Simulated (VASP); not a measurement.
# Al16O (a cell with a defect) in VASP: relaxation of the atoms with PBE

Aim: the relaxation of the atoms of Al16O (a cell with a defect) with PBE.

Everything below comes from runs of VASP 6.6.1. Logs are shortened: lines on timing, memory, paths and dates and some standing lists are left out, and cuts for length are marked.

## (1) The cell of the first run

The cell holds a defect, 17 atoms: a = 6.996 Å, b = 6.996 Å, c = 6.996 Å, α = 109.47°, β = 109.47°, γ = 109.47°.

## (2) Relaxation of the atoms, PBE

INCAR reads:

```
SYSTEM = Al16O
PREC = Accurate
ENCUT = 520
EDIFF = 1E-7
ISMEAR = 1
SIGMA = 0.1
LREAL = Auto
LASPH = .True.
NELM = 100
ALGO = Normal
ISIF = 2
LWAVE = .False.
LCHARG = .False.
GGA = PE
IBRION = 2
NSW = 90
EDIFFG = -0.02
```

KPOINTS reads:

```
Automatic mesh
0
Gamma
  3 3 3
  0 0 0
```

POSCAR reads:

```
Al16O
1.0
   -4.0389296000      4.0389296000      4.0389296000
    4.0389296000     -4.0389296000      4.0389296000
    4.0389296000      4.0389296000     -4.0389296000
Al O
16 1
Direct
    0.0000000000      0.0000000000      0.0000000000
    0.0000000000      0.2500000000      0.7500000000
    0.0000000000      0.5000000000      0.5000000000
    0.0000000000      0.7500000000      0.2500000000
    0.2500000000      0.0000000000      0.7500000000
    0.2500000000      0.2500000000      0.5000000000
    0.2500000000      0.5000000000      0.2500000000
    0.2500000000      0.7500000000      0.0000000000
    0.5000000000      0.0000000000      0.5000000000
    0.5000000000      0.2500000000      0.2500000000
    0.5000000000      0.5000000000      0.0000000000
    0.5000000000      0.7500000000      0.7500000000
    0.7500000000      0.0000000000      0.2500000000
    0.7500000000      0.2500000000      0.0000000000
    0.7500000000      0.5000000000      0.7500000000
    0.7500000000      0.7500000000      0.5000000000
    0.5000000000      0.5000000000      0.5000000000
```

Potentials or basis: VASP PAW PBE potentials, release 64 (Al, O).

On the command line:

```sh
$ cat potpaw_PBE.64/Al/POTCAR potpaw_PBE.64/O/POTCAR > POTCAR
$ mpirun -np 1 vasp_std > vasp.out
```

OUTCAR:

```text
SYSTEM = Al16O
   PREC = Accurate
   ENCUT = 520
   EDIFF = 1E-7
   ISMEAR = 1
   LREAL = Auto
   LASPH = .True.
   NELM = 100
   ISIF = 2
   GGA = PE
   IBRION = 2
   NSW = 90
   EDIFFG = -0.02

 ion  position               nearest neighbor table
   1  0.000  0.000  0.000-   2 2.86   4 2.86   5 2.86   6 2.86   8 2.86  13 2.86  14 2.86  16 2.86
                            10 2.86   7 2.86  15 2.86  12 2.86
   2  0.000  0.250  0.750-   1 2.86   3 2.86   5 2.86   6 2.86   7 2.86  14 2.86  15 2.86  13 2.86
                            11 2.86   8 2.86  16 2.86   9 2.86
   3  0.000  0.500  0.500-   2 2.86   4 2.86   6 2.86   7 2.86   8 2.86  15 2.86  16 2.86  14 2.86
                            12 2.86   5 2.86  13 2.86  10 2.86
   4  0.000  0.750  0.250-   1 2.86   3 2.86   5 2.86   7 2.86   8 2.86  13 2.86  16 2.86  15 2.86
                             9 2.86   6 2.86  14 2.86  11 2.86
   5  0.250  0.000  0.750-   1 2.86   2 2.86   6 2.86   8 2.86   9 2.86  10 2.86  12 2.86   4 2.86
                            14 2.86  11 2.86   3 2.86  16 2.86
   6  0.250  0.250  0.500-  17 2.02   3 2.86   5 2.86   7 2.86   9 2.86  10 2.86  11 2.86   2 2.86
                             1 2.86  12 2.86  15 2.86   4 2.86  13 2.86
   7  0.250  0.500  0.250-  17 2.02   4 2.86   6 2.86   8 2.86  10 2.86  11 2.86  12 2.86   3 2.86
                             2 2.86   9 2.86  16 2.86   1 2.86  14 2.86
   8  0.250  0.750  0.000-   1 2.86   4 2.86   5 2.86   7 2.86   9 2.86  11 2.86  12 2.86   3 2.86
                            13 2.86  10 2.86   2 2.86  15 2.86
   9  0.500  0.000  0.500-   5 2.86   6 2.86  10 2.86  12 2.86  13 2.86  14 2.86  16 2.86   8 2.86
                             2 2.86  15 2.86   7 2.86   4 2.86
  10  0.500  0.250  0.250-  17 2.02   7 2.86   9 2.86  11 2.86  13 2.86  14 2.86  15 2.86   6 2.86
                             5 2.86   3 2.86  16 2.86   8 2.86   1 2.86
  11  0.500  0.500  0.000-   7 2.86   8 2.86  10 2.86  12 2.86  14 2.86  15 2.86  16 2.86   6 2.86
                             4 2.86  13 2.86   5 2.86   2 2.86
  12  0.500  0.750  0.750-  17 2.02   8 2.86   9 2.86  11 2.86  13 2.86  15 2.86  16 2.86   5 2.86
                             7 2.86   1 2.86  14 2.86   6 2.86   3 2.86
  13  0.750  0.000  0.250-   1 2.86   2 2.86   4 2.86   9 2.86  10 2.86  14 2.86  16 2.86  12 2.86
                             6 2.86   3 2.86  11 2.86   8 2.86
  14  0.750  0.250  0.000-   1 2.86   2 2.86   3 2.86  10 2.86  11 2.86  13 2.86  15 2.86   9 2.86
                             7 2.86   4 2.86  12 2.86   5 2.86
  15  0.750  0.500  0.750-  17 2.02   3 2.86   4 2.86  11 2.86  12 2.86  14 2.86  16 2.86   2 2.86
                            10 2.86   1 2.86   8 2.86   9 2.86   6 2.86
  16  0.750  0.750  0.500-  17 2.02   3 2.86   4 2.86   9 2.86  12 2.86  13 2.86  15 2.86   1 2.86
                            11 2.86   2 2.86   5 2.86  10 2.86   7 2.86
  17  0.500  0.500  0.500-   6 2.02   7 2.02  10 2.02  12 2.02  15 2.02  16 2.02

  LATTYP: Found a body centered cubic cell.
 ALAT       =     8.0778592000

  Lattice vectors:

 A1 = (  -4.0389296000,   4.0389296000,   4.0389296000)
 A2 = (   4.0389296000,  -4.0389296000,   4.0389296000)
 A3 = (   4.0389296000,   4.0389296000,  -4.0389296000)

Analysis of symmetry for initial positions (statically):
=====================================================================
 Subroutine PRICEL returns:
 Original cell was already a primitive cell.

 Routine SETGRP: Setting up the symmetry group for a
 body centered cubic supercell.

 Subroutine GETGRP returns: Found 48 space group operations
 (whereof 12 operations were pure point group operations)
 out of a pool of 48 trial point group operations.

The static configuration has the point symmetry D_3d.
 The point group associated with its full space group is O_h .

Analysis of symmetry for dynamics (positions and initial velocities):
=====================================================================
 Subroutine PRICEL returns:
 Original cell was already a primitive cell.

 Routine SETGRP: Setting up the symmetry group for a
 body centered cubic supercell.

 Subroutine GETGRP returns: Found 48 space group operations
 (whereof 12 operations were pure point group operations)
 out of a pool of 48 trial point group operations.

The dynamic configuration has the point symmetry D_3d.
 The point group associated with its full space group is O_h .

 Subroutine INISYM returns: Found 48 space group operations
 (whereof 12 operations are pure point group operations),
 and found     1 'primitive' translations

----------------------------------------------------------------------------------------

                                     Primitive cell

  volume of cell :     263.5475

  direct lattice vectors                    reciprocal lattice vectors
    -4.038929600  4.038929600  4.038929600     0.000000000  0.123795176  0.123795176
     4.038929600 -4.038929600  4.038929600     0.123795176  0.000000000  0.123795176
     4.038929600  4.038929600 -4.038929600     0.123795176  0.123795176  0.000000000

  length of vectors
     6.995631275  6.995631275  6.995631275     0.175072817  0.175072817  0.175072817

  position of ions in fractional coordinates (direct lattice)
     0.000000000  0.000000000  0.000000000
     0.000000000  0.250000000  0.750000000
     0.000000000  0.500000000  0.500000000
     0.000000000  0.750000000  0.250000000
     0.250000000  0.000000000  0.750000000
     0.250000000  0.250000000  0.500000000
[... 9 lines left out ...]
     0.750000000  0.750000000  0.500000000
     0.500000000  0.500000000  0.500000000

  ion indices of the primitive-cell ions
   primitive index   ion index
                 1           1
                 2           2
                 3           3
                 4           4
                 5           5
                 6           6
[... 9 lines left out ...]
                16          16
                17          17

----------------------------------------------------------------------------------------

 KPOINTS: Automatic mesh

Automatic generation of k-mesh.
 Grid dimensions read from file:
 generate k-points for:    3    3    3

 Generating k-lattice:

  Cartesian coordinates                     Fractional coordinates (reciprocal lattice)
     0.000000000  0.041265059  0.041265059     0.333333333  0.000000000  0.000000000
     0.041265059  0.000000000  0.041265059     0.000000000  0.333333333  0.000000000
     0.041265059  0.041265059  0.000000000     0.000000000  0.000000000  0.333333333

  Length of vectors
     0.058357606  0.058357606  0.058357606

  Shift w.r.t. Gamma in fractional coordinates (k-lattice)
     0.000000000  0.000000000  0.000000000

 Subroutine IBZKPT returns following result:
 ===========================================

 Found      4 irreducible k-points:

 Following reciprocal coordinates:
            Coordinates               Weight
  0.000000  0.000000  0.000000      1.000000
  0.333333  0.000000  0.000000     12.000000
  0.333333  0.333333  0.000000      8.000000
 -0.333333  0.333333  0.333333      6.000000
   k-points           NKPTS =      4   k-points in BZ     NKDIM =      4   number of bands    NBANDS=     36
   number of dos      NEDOS =    301   number of ions     NIONS =     17
   total plane-waves  NPLWV = 157464
   dimension x,y,z NGX =    54 NGY =   54 NGZ =   54
   dimension x,y,z NGXF=   108 NGYF=  108 NGZF=  108
   ions per type =              16   1
   NGX,Y,Z   is equivalent  to a cutoff of  12.83, 12.83, 12.83 a.u.
   NGXF,Y,Z  is equivalent  to a cutoff of  25.67, 25.67, 25.67 a.u.
 SYSTEM =  Al16O
   PREC   = accura    normal or accurate (medium, high low for compatibility)
   ISTART =      0    job   : 0-new  1-cont  2-samecut
   ICHARG =      2    charge: 1-file 2-atom 10-const
   ISPIN  =      1    spin polarized calculation?
   LNONCOLLINEAR =      F non collinear calculations
   LSORBIT =      F    spin-orbit coupling
   LASPH  =      T    aspherical Exc in radial PAW
   ENCUT  =  520.0 eV  38.22 Ry    6.18 a.u.  13.01 13.01 13.01*2*pi/ulx,y,z
   NELM   =    100;   NELMIN=  2; NELMDL= -5     # of ELM steps
   EDIFF  = 0.1E-06   stopping-criterion for ELM
   LREAL  =      T    real-space projection
   EDIFFG = -.2E-01   stopping-criterion for IOM
   NSW    =     90    number of steps for IOM
   IBRION =      2    ionic relax: 0-MD 1-quasi-New 2-CG
   NFREE  =      1    steps in history (QN), initial steepest desc. (CG)
   ISIF   =      2    stress and relaxation
   ISYM   =      2    0-nonsym 1-usesym 2-fastsym
   POTIM  = 0.5000    time-step for ionic-motion
   TEBEG  =    0.0;   TEEND  =   0.0 temperature during run
   PSTRESS=    0.0 pullay stress
   NELECT =      54.0000    total number of electrons
   NUPDOWN=      -1.0000    fix difference up-down
   EMIN   =  10.00;   EMAX   =-10.00  energy-range for DOS
   EFERMI =   0.00;   METHOD = LEGACY
   ISMEAR =     1;   SIGMA  =   0.10  broadening in eV -4-tet -1-fermi 0-gaus
   EFERMI_NEDOS =   21; number of points for ismear=-14 and -15
   IALGO  =     38    algorithm
   IMIX   =      4    mixing-type and parameters
     AMIX     =   0.40;   BMIX     =  1.00
     AMIX_MAG =   1.60;   BMIX_MAG =  1.00
  volume/ion in A,a.u.               =      15.50       104.62
  Fermi-wavevector in a.u.,A,eV,Ry     =   0.965131  1.823834 12.673537  0.931479
  Thomas-Fermi vector in A             =   2.094822
   LORBIT       =      0    0 simple, 1 ext, 2 COOP (PROOUT), +10 PAW based schemes
   GGA     = PE    functional components
   LHFCALC =     F    Hartree Fock is set to
   AEXX    =    0.0000 exact exchange contribution
   IVDW    =     0    specifies the selected vdW correction
   LEPSILON=     F    determine dielectric tensor
   LRPA    =     F    only Hartree local field effects (RPA)
 conjugate gradient relaxation of ions
 non-spin polarized calculation
 Methfessel and Paxton  Order N= 1 SIGMA  =   0.10
  energy-cutoff  :      520.00
  volume of cell :      263.55
 maximum number of plane-waves:      7135
 NGX is ok and might be reduce to    54
   NGX = 25   NGY = 25   NGZ = 25

--------------------------------------- Ionic step        1  -------------------------------------------

 number of electron      53.9999996 magnetization

 Free energy of the ion-electron system (eV)
  ---------------------------------------------------
  ext. energy  EPLUGINS =         0.00000000
  ---------------------------------------------------
  free energy    TOTEN  =       -66.91724858 eV

  energy without entropy =      -66.88926123  energy(sigma->0) =      -66.90791946

------------------------ aborting loop because EDIFF is reached ----------------------------------------

  FORCE on cell =-STRESS in cart. coord.  units (eV):
  Direction    XX          YY          ZZ          XY          YZ          ZX
  --------------------------------------------------------------------------------------
  -------------------------------------------------------------------------------------
  Total        4.5239549      4.5239549      4.5239549     -0.0000000      0.0000000     -0.0000000
  in kB       27.5023630     27.5023630     27.5023630     -0.0000000      0.0000000     -0.0000000
  external PRESSURE =      27.5023630 kB  Pullay stress =       0.0000000 kB
[... 87 lines left out ...]
  energy  without entropy=      -67.1107943637  energy(sigma->0) =      -67.12173530

--------------------------------------- Ionic step        3  -------------------------------------------

 number of electron      53.9999996 magnetization

 Free energy of the ion-electron system (eV)
  ---------------------------------------------------
  ext. energy  EPLUGINS =         0.00000000
  ---------------------------------------------------
  free energy    TOTEN  =       -67.16513870 eV

  energy without entropy =      -67.15942873  energy(sigma->0) =      -67.16323538

 E-fermi :   8.4268     XC(G=0): -10.3419

 val. band max:        8.3342405284   @ k =  -0.3333   0.3333   0.3333
 cond. band min:       8.4605685629   @ k =   0.3333   0.3333   0.0000
 fundamental gap:      0.1263280345
 Fermi energy:         8.4268279103

 k-point     1 :       0.0000    0.0000    0.0000
  band No.  band energies     occupation
      1     -12.9168      2.00000
      2      -2.6294      2.00000
      3      -0.3743      2.00000
      4      -0.3743      2.00000
      5      -0.3743      2.00000
      6       1.3704      2.00000
[... 189 lines left out ...]
  FREE ENERGIE OF THE ION-ELECTRON SYSTEM (eV)
  ---------------------------------------------------
  free  energy   TOTEN  =       -67.1651387025 eV

  energy  without entropy=      -67.1594287266  energy(sigma->0) =      -67.16323538

 reached required accuracy - stopping structural energy minimisation
```

Run time: 5.6 min. Hardware: 1 thread of Intel Xeon Platinum 8259CL at 2.50GHz (Skylake/Cascade Lake), shared host; peak memory 0.4 GiB.

What came out:

| Property | Result |
| --- | --- |
| Free energy | -67.1651 eV |
| Energy gained by relaxing | 14.6 meV/atom |
| Ionic steps | 3 |
| Pressure after relaxing | 1.9 GPa |
| Band gap on the k mesh | zero (bands 27 and 28 overlap by 1.15 eV) |

Step by step:
| step | energy change (eV) | largest force (eV/Å) | pressure (GPa) |
| --- | --- | --- | --- |
| 1 | 0.0000 | 1.0291 | 2.75 |
| 2 | -0.2100 | 0.3903 | 2.11 |
| 3 | -0.2479 | 0.0004 | 1.85 |

Final structure:
```cif
data_structure
_symmetry_space_group_name_H-M 'P 1'
_symmetry_Int_Tables_number 1
_cell_length_a 6.9956
_cell_length_b 6.9956
_cell_length_c 6.9956
_cell_angle_alpha 109.471
_cell_angle_beta 109.471
_cell_angle_gamma 109.471
_cell_volume 263.55
loop_
_atom_site_label
_atom_site_type_symbol
_atom_site_fract_x
_atom_site_fract_y
_atom_site_fract_z
_atom_site_occupancy
Al1 Al 0.00000 0.00000 0.00000 1
Al2 Al 0.00000 0.25000 0.75000 1
Al3 Al 0.00000 0.50000 0.50000 1
Al4 Al 0.00000 0.75000 0.25000 1
Al5 Al 0.25000 0.00000 0.75000 1
Al6 Al 0.23979 0.23979 0.50000 1
Al7 Al 0.23979 0.50000 0.23979 1
Al8 Al 0.25000 0.75000 0.00000 1
Al9 Al 0.50000 0.00000 0.50000 1
Al10 Al 0.50000 0.23979 0.23979 1
Al11 Al 0.50000 0.50000 0.00000 1
Al12 Al 0.50000 0.76021 0.76021 1
Al13 Al 0.75000 0.00000 0.25000 1
Al14 Al 0.75000 0.25000 0.00000 1
Al15 Al 0.76021 0.50000 0.76021 1
Al16 Al 0.76021 0.76021 0.50000 1
O1 O 0.50000 0.50000 0.50000 1
```

Caveat: the k points lie up to 0.37 Å⁻¹ apart, too coarse for converged energies and pressures of a metal.
